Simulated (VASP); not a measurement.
Crystal: MgBe2Te3.

```xyz
6
Lattice="3.9755 0.0000 0.0000 -1.9878 3.4429 0.0000 0.0000 0.0000 9.7380" Properties=species:S:1:pos:R:3 pbc="T T T"
Be    0.0000    0.0000    0.0000
Be    1.9878    1.1476    6.4920
Mg    0.0000    2.2953    3.2460
Te    1.9878    1.1476    8.9265
Te    0.0000    2.2953    5.6805
Te    0.0000    0.0000    2.4345
```

- Program: VASP 6.6.1
- Task: relaxation of cell and atoms
- Functional: PBE
- Potentials or basis: VASP PAW PBE potentials, release 64 (Be, Mg, Te)
- Cutoff: 600 eV
- k mesh: 6 × 6 × 4
- Occupations: fermi-dirac, width 0.02 eV
- Spin: no spin polarisation

At the start: pressure 13.6 GPa; volume 22.21 Å³/atom.

Q: Where does the relaxation end?

A: Over 18 steps the energy falls by 263.9 meV/atom and the volume is 26.35 Å³/atom (+18.6 %); space group P3m1 (No. 156, to 0.1 Å) before and after.

Step by step:
```
step  energy change (eV)  largest force (eV/Å)  pressure (GPa)  volume (Å³)
   1              0.0000                2.8654           13.59       133.29
   2             -1.2713                0.7281           -3.08       173.05
   3             -1.3509                1.0559           -0.80       163.40
   4             -1.4385                0.6981           -0.45       161.47
   5             -1.5177                0.7441            0.59       157.13
   6             -1.5677                0.3174            0.18       157.67
   7             -1.5738                0.2549            0.02       157.92
   8             -1.5821                0.1129            0.02       157.99
   9             -1.5834                0.0298            0.03       158.03
  10             -1.5834                0.0326            0.03       158.03
  11             -1.5835                0.0169           -0.02       158.18
  12             -1.5835                0.0141           -0.03       158.20
  13             -1.5836                0.0074           -0.01       158.08
  14             -1.5836                0.0057            0.01       158.04
  15             -1.5836                0.0060            0.01       158.04
  16             -1.5836                0.0067            0.01       158.06
  17             -1.5836                0.0071            0.01       158.07
  18             -1.5836                0.0038            0.00       158.10
```

Final structure:
```
Be Mg Te
1.0
     4.17116    0.00000    0.00000
    -2.08558    3.61233    0.00000
     0.00000    0.00000   10.49305
Be Mg Te
2 1 3
Direct
  0.00000 0.00000 0.98752
  0.66667 0.33333 0.68120
  0.33333 0.66667 0.33910
  0.66667 0.33333 0.91462
  0.33333 0.66667 0.60712
  0.00000 0.00000 0.22044
```

Caveat: the volume moved by over 15 % at a fixed basis, so the end points are rough.
